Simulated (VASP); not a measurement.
Write the native input for VASP 6.6.1 that does the following.

| Item | Value |
| --- | --- |
| Task | single point |
| Functional | PBE |
| Potentials or basis | VASP PAW PBE potentials, release 64 (Fe, Cu) |
| Cutoff | 520 eV |
| k mesh | 12 × 12 × 7 |
| Occupations | fermi-dirac, width 0.03 eV |
| Spin | collinear spin, ferromagnetic start |
| Starting moments | [3.0, 0.0] μB |
| Dipole correction | no |
| Further INCAR settings | ALGO = Normal; EDIFF = 1e-07; NBANDS = 20 |

The structure of FeCu lies in POSCAR:

```
FeCu
1.0
    1.4138897982     -1.9542336930      0.0000000000
    1.4138897982      1.9542336930      0.0000000000
    0.0000000000      0.0000000000      4.0679835664
Fe Cu
1 1
Direct
    0.0000000000      0.0000000000      0.0000000000
    0.5000000000      0.5000000000      0.5000000000
```

This cell differs from its parent crystal: volume scaled by 0.95.

The input as run:

INCAR

```
  ALGO = Normal
  EDIFF = 1E-7
  ENCUT = 520
  GGA = PE
  ISIF = 2
  ISMEAR = -1
  ISPIN = 2
  LASPH = T
  LCHARG = T
  LELF = T
  LMAXMIX = 4
  LORBIT = 11
  LREAL = F
  LVHAR = T
  LWAVE = F
  MAGMOM = 3 0
  NBANDS = 20
  NELM = 150
  PREC = Accurate
  SIGMA = 0.03
```

KPOINTS

```
k-points
0
Gamma
  12 12 7
```

Potentials or basis: VASP PAW PBE potentials, release 64 (Fe, Cu).

The run is started by

```bash
$ cat potpaw_PBE.64/Fe/POTCAR potpaw_PBE.64/Cu/POTCAR > POTCAR
$ mpirun -np 1 vasp_std > vasp.out
```

Results of the run:

* Pressure: 10.1 GPa
* Net moment: 2.45 μB per cell
* Site moments: Fe +2.39; Cu +0.07 μB
* Valence electrons inside the program's atomic spheres: Fe 7.23; Cu 10.11

It took 2.2 min on 1 thread of Oxide Virtual Turin-like Processor (shared host), peak memory 0.2 GiB.
